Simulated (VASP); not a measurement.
Input of a VASP 6.6.1 run:

File INCAR:

```
SYSTEM = W
ALGO = Normal ; EDIFF = 1E-7
ENCUT = 520 ; GGA = PE
ISIF = 2 ; ISMEAR = 0
LASPH = .True. ; LCHARG = .False.
LREAL = .False. ; LWAVE = .False.
NBANDS = 13 ; NELM = 80
PREC = Accurate ; SIGMA = 0.15
```

The input KPOINTS:

```
k-points
0
Gamma
  20 20 20
  0 0 0
```

Contents of POSCAR:

```
W
1.0
   -1.5334080000      1.5334080000      1.5973000000
    1.5334080000     -1.5334080000      1.5973000000
    1.5334080000      1.5334080000     -1.5973000000
W
1
Direct
    0.0000000000      0.0000000000      0.0000000000
```

Potentials or basis: VASP PAW PBE potentials, release 64 (W_sv).

The run is started by

```console
$ cat potpaw_PBE.64/W_sv/POTCAR > POTCAR
$ mpirun -np 1 vasp_std > vasp.out
```

**Question.** What does it give for the band gap on the k mesh?

**Answer.** Zero (bands 7 and 8 overlap by 6.48 eV).

**Question.** Estimate the pressure.

**Answer.** 26.2 GPa.

Stress tensor (GPa, compression positive):
```
31.24  0.00  0.00
 0.00 31.24  0.00
 0.00  0.00 16.15
```

Caveat: the cell differs from its parent crystal (strain -0.040 along x and y, +0.000 along z); the stress differs along the axes, from 16 to 31 GPa; spin-orbit coupling is left out, which moves the levels of the heavy elements.
